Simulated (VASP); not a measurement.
Set up this calculation in VASP 6.6.1, as the native input.

| Property | Result |
| --- | --- |
| Task | single point |
| Functional | PBE |
| Potentials or basis | VASP PAW PBE potentials, release 64 (Si, C) |
| Cutoff | 520 eV |
| k mesh | 12 × 12 × 4 |
| Occupations | gaussian, width 0.02 eV |
| Spin | no spin polarisation |
| Dipole correction | no |
| Further INCAR settings | ALGO = Normal; EDIFF = 1e-06; NBANDS = 26 |

The structure of SiC lies in POSCAR:

```
SiC
1.0
    3.0941201812      0.0000000000      0.0000000000
   -1.5470600906      2.6795866793      0.0000000000
    0.0000000000      0.0000000000     10.1293391981
Si C
4 4
Direct
    0.6666666667      0.3333333333      0.9378441878
    0.3333333333      0.6666666667      0.4378441878
    0.0000000000      0.0000000000      0.6878995565
    0.0000000000      0.0000000000      0.1878995565
    0.6666666667      0.3333333333      0.7498074459
    0.3333333333      0.6666666667      0.2498074459
    0.0000000000      0.0000000000      0.5004478099
    0.0000000000      0.0000000000      0.0004478099
```

The input as run:

INCAR

```
  ALGO = Normal
  EDIFF = 1E-6
  ENCUT = 520
  GGA = PE
  ISIF = 2
  ISMEAR = 0
  LASPH = T
  LCHARG = F
  LREAL = F
  LWAVE = F
  NBANDS = 26
  NELM = 60
  PREC = Accurate
  SIGMA = 0.02
```

KPOINTS

```
k-points
0
Gamma
  12 12 4
```

Potentials or basis: VASP PAW PBE potentials, release 64 (Si, C).

The run is started by

```bash
$ cat potpaw_PBE.64/Si/POTCAR potpaw_PBE.64/C/POTCAR > POTCAR
$ mpirun -np 1 vasp_std > vasp.out
```

Results of the run:

```
Pressure               : 0.0 GPa
Band gap on the k mesh : 2.22 eV, indirect (least direct gap 3.34 eV)
```

Wall time 95 s on 1 thread of Intel(R) Xeon(R) Platinum 8175M CPU @ 2.50GHz (Skylake/Cascade Lake), on a shared host, peak memory 0.25 GiB.
